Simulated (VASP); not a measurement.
A run of VASP 6.6.1 is set up as follows.

INCAR

```
ALGO = Normal ; EDIFF = 1E-6
ENCUT = 520 ; GGA = PS
ISIF = 2 ; ISMEAR = -1
LASPH = True ; LCHARG = False
LREAL = False ; LWAVE = False
NBANDS = 44 ; NELM = 100
PREC = Accurate ; SIGMA = 0.0202
```

File KPOINTS:

```
k-points
0
Gamma
  8 8 8
```

File POSCAR:

```
Cu5W
1.0
    0.0000000000      3.3691140000      3.3691140000
    3.3691140000      0.0000000000      3.3691140000
    3.3691140000      3.3691140000      0.0000000000
W Cu
1 5
Direct
    0.0000000000      0.0000000000      0.0000000000
    0.2500000000      0.2500000000      0.2500000000
    0.6250000000      0.6250000000      0.6250000000
    0.1250000000      0.6250000000      0.6250000000
    0.6250000000      0.6250000000      0.1250000000
    0.6250000000      0.1250000000      0.6250000000
```

Potentials or basis: VASP PAW PBE potentials, release 64 (W_sv, Cu).

The run is started by

```console
$ cat potpaw_PBE.64/W_sv/POTCAR potpaw_PBE.64/Cu/POTCAR > POTCAR
$ mpirun -np 1 vasp_std > vasp.out
```

(1) Estimate the pressure.

## Answers

(1) -8.2 GPa.

Caveat: the PAW data sets were made with another functional, which shifts forces and pressure a little.
